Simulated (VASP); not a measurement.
# ZnH2O in VASP: further runs

ZnH2O is run at these levels: PBE; tasks: single point.

Program: VASP 6.6.1. These are calculated values, not measurements. Logs are shortened: lines on timing, memory, paths and dates and some standing lists are left out, and cuts for length are marked.

### Step 1. The cell of the first run

The cell holds a wire or tube with vacuum around it, 28 atoms: a = 16.500 Å, b = 16.000 Å, c = 5.276 Å, α = 90.00°, β = 90.00°, γ = 90.00°.

### Step 2. Single point, PBE

INCAR reads:

```
ALGO = Normal ; EDIFF = 1E-6
ENCUT = 520 ; GGA = PE
GGA_COMPAT = F ; ISIF = 2
ISMEAR = 0 ; LASPH = T
LCHARG = F ; LREAL = F
LWAVE = F ; NBANDS = 90
NELM = 120 ; PREC = Accurate
SIGMA = 0.05
```

KPOINTS reads:

```
k-points
0
Gamma
  1 1 6
```

POSCAR reads:

```
ZnH2O
1.0
   16.5000000000      0.0000000000      0.0000000000
    0.0000000000     16.0000000000      0.0000000000
    0.0000000000      0.0000000000      5.2755313076
Zn O H
7 7 14
Direct
    0.3317678570      0.4326775993      0.4924000240
    0.5415813765      0.4423114994      0.5311691427
    0.4502773817      0.6373758716      0.4921287866
    0.4585593846      0.3649378921      0.9832053272
    0.3379078800      0.5671839841      0.9846672614
    0.6653031930      0.3819598937      0.9543328410
    0.5692720782      0.5600144847      0.9842076857
    0.4469261344      0.3843359323      0.3775324072
    0.3567225745      0.5561127935      0.3792189124
    0.6361088664      0.3669808451      0.4164250291
    0.5482265179      0.5556591030      0.3781704610
    0.3570443443      0.4432591225      0.8739799619
    0.5520018096      0.4397500029      0.8990113116
    0.4512352363      0.6110322981      0.8731380018
    0.2592508627      0.3892427010      0.3614317226
    0.4541454111      0.7226314867      0.3541961254
    0.4472200890      0.2763621890      0.8675571046
    0.2619226799      0.6117861510      0.8766601973
    0.6672811302      0.2952141037      0.8102987288
    0.7217884285      0.4454626062      1.1008833177
    0.6340331036      0.6174151051      0.8599499668
    0.4458235098      0.3289913560      0.4564234838
    0.3097798036      0.5848904447      0.4513816319
    0.6535356921      0.3302469425      0.5654381598
    0.6840382083      0.3994027733      0.3557977436
    0.5933228359      0.5839348586      0.4631761878
    0.3128117872      0.4138616353      0.9594823125
    0.4545971109      0.6652731626      0.9582289277
```

Potentials or basis: VASP PAW PBE potentials, release 64 (Zn, O, H).

On the command line:

```console
$ cat potpaw_PBE.64/Zn/POTCAR potpaw_PBE.64/O/POTCAR potpaw_PBE.64/H/POTCAR > POTCAR
$ mpirun -np 1 vasp_std > vasp.out
```

OUTCAR:

```text
EDIFF = 1E-6
   ENCUT = 520
   GGA = PE
   ISIF = 2
   ISMEAR = 0
   LASPH = T
   LREAL = F
   NELM = 120
   PREC = Accurate

 ion  position               nearest neighbor table
   1  0.332  0.433  0.492-  15 1.55  12 2.06   9 2.10   8 2.14
   2  0.542  0.442  0.531-  13 1.95  11 1.99   8 1.99  10 2.06   4 3.02
   3  0.450  0.637  0.492-  16 1.55  14 2.05   9 2.10  11 2.16
   4  0.459  0.365  0.983-  17 1.55  13 2.00   8 2.11  12 2.17   2 3.02
   5  0.338  0.567  0.985-  18 1.55  14 2.08  12 2.09   9 2.11
   6  0.665  0.382  0.954-  20 1.58  19 1.58  13 2.11  10 2.50
   7  0.569  0.560  0.984-  21 1.55  13 2.00  11 2.11  14 2.19
   8  0.447  0.384  0.378-  22 0.98   2 1.99   4 2.11   1 2.14
   9  0.357  0.556  0.379-  23 0.98   1 2.10   3 2.10   5 2.11
  10  0.636  0.367  0.416-  25 1.00  24 1.02   2 2.06   6 2.50
  11  0.548  0.556  0.378-  26 0.98   2 1.99   7 2.11   3 2.16
  12  0.357  0.443  0.874-  27 0.98   1 2.06   5 2.09   4 2.17
  13  0.552  0.440  0.899-   2 1.95   7 2.00   4 2.00   6 2.11
  14  0.451  0.611  0.873-  28 0.98   3 2.05   5 2.08   7 2.19
  15  0.259  0.389  0.361-   1 1.55
  16  0.454  0.723  0.354-   3 1.55
  17  0.447  0.276  0.868-   4 1.55
  18  0.262  0.612  0.877-   5 1.55
  19  0.667  0.295  0.810-   6 1.58
  20  0.722  0.445  0.101-   6 1.58
  21  0.634  0.617  0.860-   7 1.55
  22  0.446  0.329  0.456-   8 0.98
  23  0.310  0.585  0.451-   9 0.98
  24  0.654  0.330  0.565-  10 1.02
  25  0.684  0.399  0.356-  10 1.00
  26  0.593  0.584  0.463-  11 0.98
  27  0.313  0.414  0.959-  12 0.98
  28  0.455  0.665  0.958-  14 0.98

  LATTYP: Found a simple orthorhombic cell.
 ALAT       =     5.2755313076
 B/A-ratio  =     3.0328698793
 C/A-ratio  =     3.1276470630

  Lattice vectors:

 A1 = (   0.0000000000,   0.0000000000,  -5.2755313076)
 A2 = (   0.0000000000,  16.0000000000,   0.0000000000)
 A3 = (  16.5000000000,   0.0000000000,   0.0000000000)

Analysis of symmetry for initial positions (statically):
=====================================================================
 Subroutine PRICEL returns:
 Original cell was already a primitive cell.

 Routine SETGRP: Setting up the symmetry group for a
 simple orthorhombic supercell.

 Subroutine GETGRP returns: Found  1 space group operations
 (whereof  1 operations were pure point group operations)
 out of a pool of  8 trial point group operations.

The static configuration has the point symmetry C_1 .

Analysis of symmetry for dynamics (positions and initial velocities):
=====================================================================
 Subroutine PRICEL returns:
 Original cell was already a primitive cell.

 Routine SETGRP: Setting up the symmetry group for a
 simple orthorhombic supercell.

 Subroutine GETGRP returns: Found  1 space group operations
 (whereof  1 operations were pure point group operations)
 out of a pool of  8 trial point group operations.

The dynamic configuration has the point symmetry C_1 .

 Subroutine INISYM returns: Found  1 space group operations
 (whereof  1 operations are pure point group operations),
 and found     1 'primitive' translations

----------------------------------------------------------------------------------------

                                     Primitive cell

  volume of cell :    1392.7403

  direct lattice vectors                    reciprocal lattice vectors
    16.500000000  0.000000000  0.000000000     0.060606061  0.000000000  0.000000000
     0.000000000 16.000000000  0.000000000     0.000000000  0.062500000  0.000000000
     0.000000000  0.000000000  5.275531308     0.000000000  0.000000000  0.189554367

  length of vectors
    16.500000000 16.000000000  5.275531308     0.060606061  0.062500000  0.189554367

  position of ions in fractional coordinates (direct lattice)
     0.331767857  0.432677599  0.492400024
     0.541581376  0.442311499  0.531169143
     0.450277382  0.637375872  0.492128787
     0.458559385  0.364937892  0.983205327
     0.337907880  0.567183984  0.984667261
     0.665303193  0.381959894  0.954332841
[... 20 lines left out ...]
     0.312811787  0.413861635  0.959482313
     0.454597111  0.665273163  0.958228928

  ion indices of the primitive-cell ions
   primitive index   ion index
                 1           1
                 2           2
                 3           3
                 4           4
                 5           5
                 6           6
[... 20 lines left out ...]
                27          27
                28          28

----------------------------------------------------------------------------------------

 KPOINTS: k-points

Automatic generation of k-mesh.
 Grid dimensions read from file:
 generate k-points for:    1    1    6

 Generating k-lattice:

  Cartesian coordinates                     Fractional coordinates (reciprocal lattice)
     0.060606061  0.000000000  0.000000000     1.000000000  0.000000000  0.000000000
     0.000000000  0.062500000  0.000000000     0.000000000  1.000000000  0.000000000
     0.000000000  0.000000000  0.031592395     0.000000000  0.000000000  0.166666667

  Length of vectors
     0.060606061  0.062500000  0.031592395

  Shift w.r.t. Gamma in fractional coordinates (k-lattice)
     0.000000000  0.000000000  0.000000000

 Subroutine IBZKPT returns following result:
 ===========================================

 Found      4 irreducible k-points:

 Following reciprocal coordinates:
            Coordinates               Weight
  0.000000  0.000000  0.000000      1.000000
  0.000000  0.000000  0.166667      2.000000
  0.000000  0.000000  0.333333      2.000000
  0.000000  0.000000  0.500000      1.000000
   k-points           NKPTS =      4   k-points in BZ     NKDIM =      4   number of bands    NBANDS=     90
   number of dos      NEDOS =    301   number of ions     NIONS =     28
   total plane-waves  NPLWV = 604800
   dimension x,y,z NGX =   126 NGY =  120 NGZ =   40
   dimension x,y,z NGXF=   252 NGYF=  240 NGZF=   80
   ions per type =               7   7  14
   NGX,Y,Z   is equivalent  to a cutoff of  12.70, 12.47, 12.61 a.u.
   NGXF,Y,Z  is equivalent  to a cutoff of  25.39, 24.94, 25.21 a.u.
 SYSTEM =  unknown system
   PREC   = accura    normal or accurate (medium, high low for compatibility)
   ISTART =      0    job   : 0-new  1-cont  2-samecut
   ICHARG =      2    charge: 1-file 2-atom 10-const
   ISPIN  =      1    spin polarized calculation?
   LNONCOLLINEAR =      F non collinear calculations
   LSORBIT =      F    spin-orbit coupling
   LASPH  =      T    aspherical Exc in radial PAW
   ENCUT  =  520.0 eV  38.22 Ry    6.18 a.u.  30.68 29.75  9.81*2*pi/ulx,y,z
   NELM   =    120;   NELMIN=  2; NELMDL= -5     # of ELM steps
   EDIFF  = 0.1E-05   stopping-criterion for ELM
   LREAL  =      F    real-space projection
   EDIFFG = 0.1E-04   stopping-criterion for IOM
   NSW    =      0    number of steps for IOM
   IBRION =     -1    ionic relax: 0-MD 1-quasi-New 2-CG
   NFREE  =      0    steps in history (QN), initial steepest desc. (CG)
   ISIF   =      2    stress and relaxation
   ISYM   =      2    0-nonsym 1-usesym 2-fastsym
   POTIM  = 0.5000    time-step for ionic-motion
   TEBEG  =    0.0;   TEEND  =   0.0 temperature during run
   PSTRESS=    0.0 pullay stress
   NELECT =     140.0000    total number of electrons
   NUPDOWN=      -1.0000    fix difference up-down
   EMIN   =  10.00;   EMAX   =-10.00  energy-range for DOS
   EFERMI =   0.00;   METHOD = LEGACY
   ISMEAR =     0;   SIGMA  =   0.05  broadening in eV -4-tet -1-fermi 0-gaus
   EFERMI_NEDOS =   21; number of points for ismear=-14 and -15
   IALGO  =     38    algorithm
   IMIX   =      4    mixing-type and parameters
     AMIX     =   0.40;   BMIX     =  1.00
     AMIX_MAG =   1.60;   BMIX_MAG =  1.00
  volume/ion in A,a.u.               =      49.74       335.67
  Fermi-wavevector in a.u.,A,eV,Ry     =   0.761192  1.438444  7.883393  0.579413
  Thomas-Fermi vector in A             =   1.860377
   LORBIT       =      0    0 simple, 1 ext, 2 COOP (PROOUT), +10 PAW based schemes
   GGA     = PE    functional components
   LHFCALC =     F    Hartree Fock is set to
   AEXX    =    0.0000 exact exchange contribution
   IVDW    =     0    specifies the selected vdW correction
   LEPSILON=     F    determine dielectric tensor
   LRPA    =     F    only Hartree local field effects (RPA)
 non-spin polarized calculation
 Gauss-broadening in eV      SIGMA  =   0.05
  energy-cutoff  :      520.00
  volume of cell :     1392.74
 maximum number of plane-waves:     37526
 NGX is ok and might be reduce to   126
   NGX = 61   NGY = 59   NGZ = 19

 number of electron     140.0000012 magnetization

 Free energy of the ion-electron system (eV)
  ---------------------------------------------------
  ext. energy  EPLUGINS =         0.00000000
  ---------------------------------------------------
  free energy    TOTEN  =      -106.70294400 eV

  energy without entropy =     -106.70294400  energy(sigma->0) =     -106.70294400

 E-fermi :  -5.2850     XC(G=0):  -2.5766

 val. band max:       -5.5293762997   @ k =   0.0000   0.0000   0.0000
 cond. band min:      -1.4257974677   @ k =   0.0000   0.0000   0.0000
 fundamental gap:      4.1035788320
 Fermi energy:        -5.2849736885

 k-point     1 :       0.0000    0.0000    0.0000
  band No.  band energies     occupation
      1     -25.7737      2.00000
      2     -24.6352      2.00000
      3     -24.5412      2.00000
      4     -24.3457      2.00000
      5     -24.1415      2.00000
      6     -24.1204      2.00000
[... 74 lines left out ...]
     81       1.0545      0.00000
     82       1.2038      0.00000

 k-point     2 :       0.0000    0.0000    0.1667
  band No.  band energies     occupation
      1     -25.7717      2.00000
      2     -24.6261      2.00000
      3     -24.5359      2.00000
      4     -24.3352      2.00000
      5     -24.1521      2.00000
      6     -24.1276      2.00000
[... 74 lines left out ...]
     81       1.0554      0.00000
     82       1.1819      0.00000

 k-point     3 :       0.0000    0.0000    0.3333
  band No.  band energies     occupation
      1     -25.7676      2.00000
      2     -24.6074      2.00000
      3     -24.5252      2.00000
      4     -24.3054      2.00000
      5     -24.1882      2.00000
      6     -24.1369      2.00000
[... 74 lines left out ...]
     81       1.3395      0.00000
     82       1.4625      0.00000

 k-point     4 :       0.0000    0.0000    0.5000
  band No.  band energies     occupation
      1     -25.7655      2.00000
      2     -24.5979      2.00000
      3     -24.5197      2.00000
      4     -24.2762      2.00000
      5     -24.2219      2.00000
      6     -24.1405      2.00000
[... 74 lines left out ...]
     81       1.8058      0.00000
     82       1.8273      0.00000
 [bands above 82 left out]

------------------------ aborting loop because EDIFF is reached ----------------------------------------

  FORCE on cell =-STRESS in cart. coord.  units (eV):
  Direction    XX          YY          ZZ          XY          YZ          ZX
  --------------------------------------------------------------------------------------
  -------------------------------------------------------------------------------------
  Total        0.3557703      0.5288278      0.2390102      0.1520800     -0.0147647     -0.0076971
  in kB        0.4092702      0.6083517      0.2749520      0.1749494     -0.0169850     -0.0088546
  external PRESSURE =       0.4308580 kB  Pullay stress =       0.0000000 kB

 VOLUME and BASIS-vectors are now :
 -----------------------------------------------------------------------------
  energy-cutoff  :      520.00
  volume of cell :     1392.74
      direct lattice vectors                 reciprocal lattice vectors
    16.500000000  0.000000000  0.000000000     0.060606061  0.000000000  0.000000000
     0.000000000 16.000000000  0.000000000     0.000000000  0.062500000  0.000000000
     0.000000000  0.000000000  5.275531308     0.000000000  0.000000000  0.189554367

 POSITION                                       TOTAL-FORCE (eV/Angst)
 -----------------------------------------------------------------------------------
      5.47417      6.92284      2.59767        -0.004443     -0.016855     -0.024286
      8.93609      7.07698      2.80220         0.006182     -0.005155     -0.022887
      7.42958     10.19801      2.59624         0.013608      0.011508     -0.026662
      7.56623      5.83901      5.18693        -0.013172     -0.028324     -0.001334
      5.57548      9.07494      5.19464        -0.011113      0.003908     -0.007503
     10.97750      6.11136      5.03461        -0.001155      0.002988      0.002196
[... 20 lines left out ...]
      5.16139      6.62179      5.06178        -0.080720     -0.056584      0.054137
      7.50085     10.64437      5.05517         0.011161      0.096955      0.053817
 -----------------------------------------------------------------------------------
    total drift:                               -0.000824      0.001021     -0.000456

  FREE ENERGIE OF THE ION-ELECTRON SYSTEM (eV)
  ---------------------------------------------------
  free  energy   TOTEN  =      -106.7029439969 eV

  energy  without entropy=     -106.7029439969  energy(sigma->0) =     -106.70294400
```

It took 32 min on 1 thread of Intel Xeon Platinum 8124M at 3.00GHz (Skylake/Cascade Lake), shared host; peak memory 1.3 GiB.

Results:

```yaml
Free_energy: -106.7029 eV
Largest_force: 0.114 eV/Å
Band_gap_on_the_k_mesh: 4.10 eV
```

Forces in eV/Å, atoms in the order of the input:
```
Zn  -0.004 -0.017 -0.024
Zn   0.006 -0.005 -0.023
Zn   0.014  0.012 -0.027
Zn  -0.013 -0.028 -0.001
Zn  -0.011  0.004 -0.008
Zn  -0.001  0.003  0.002
Zn   0.016  0.028 -0.003
O   -0.031  0.058 -0.047
O    0.063 -0.037 -0.029
O   -0.016 -0.008 -0.008
O   -0.060 -0.006 -0.045
O    0.059  0.038 -0.026
O    0.018 -0.013  0.051
O   -0.002 -0.071 -0.023
H   -0.013 -0.005 -0.006
H   -0.002  0.014 -0.007
H   -0.004 -0.014 -0.008
H   -0.013  0.007 -0.005
H    0.004 -0.026 -0.014
H    0.020  0.013  0.017
H    0.009  0.011 -0.010
H   -0.004 -0.099  0.044
H   -0.090  0.054  0.044
H   -0.007 -0.053  0.050
H    0.051  0.046 -0.051
H    0.082  0.052  0.048
H   -0.081 -0.057  0.054
H    0.011  0.097  0.054
```

(Continued in part 2 of 2.)
